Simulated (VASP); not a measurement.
Runs of VASP 6.6.1 on Al. The structure is that of space group Fm-3m (No. 225), or close to it. The cells are those of the table. 

```csv
cell,k mesh,smearing,gap on the mesh (eV),pressure (GPa)
"a = 2.925 Å, angles 60.0°, 1 atom",22 × 22 × 22,fermi-dirac 0.1 eV,none,(a)
"a = 2.890 Å, angles 60.0°, 1 atom",22 × 22 × 22,fermi-dirac 0.1 eV,none,-5.3
"a = 2.817 Å, angles 60.0°, 1 atom",14 × 14 × 14,gaussian 0.2 eV,none,-0.1
"a = 2.817 Å, angles 60.0°, 1 atom",22 × 22 × 22,fermi-dirac 0.1 eV,none,0.1
"a = 2.817 Å, angles 60.0°, 1 atom",14 × 14 × 14,gaussian 0.6 eV,none,(b)
"a = 2.817 Å, angles 60.0°, 1 atom",7 × 7 × 7,fermi-dirac 0.1 eV,none,-0.2
"a = 2.699 Å, angles 60.0°, 1 atom",22 × 22 × 22,fermi-dirac 0.1 eV,none,14.6
"a = 2.817 Å, angles 60.0°, 1 atom",14 × 14 × 14,methfessel-paxton 1 eV,none,0.1
"a = 2.817 Å, angles 60.0°, 1 atom",14 × 14 × 14,methfessel-paxton 0.01 eV,none,-0.1
"a = 2.817 Å, angles 60.0°, 1 atom",14 × 14 × 14,methfessel-paxton 0.03 eV,none,-0.1
"a = 2.854 Å, angles 60.0°, 1 atom",22 × 22 × 22,fermi-dirac 0.1 eV,none,-2.9
```

Alike in all rows: task single point; level LDA; potentials or basis VASP PAW LDA potentials, release 64 (Al); no spin polarisation; cutoff (eV) 520.

Task: Estimate the missing entries.

Result: (a) -7.3; (b) 0.4.

Caveats: some runs use coarse meshes.

A gap of «none» marks levels without a gap at the run's occupations.
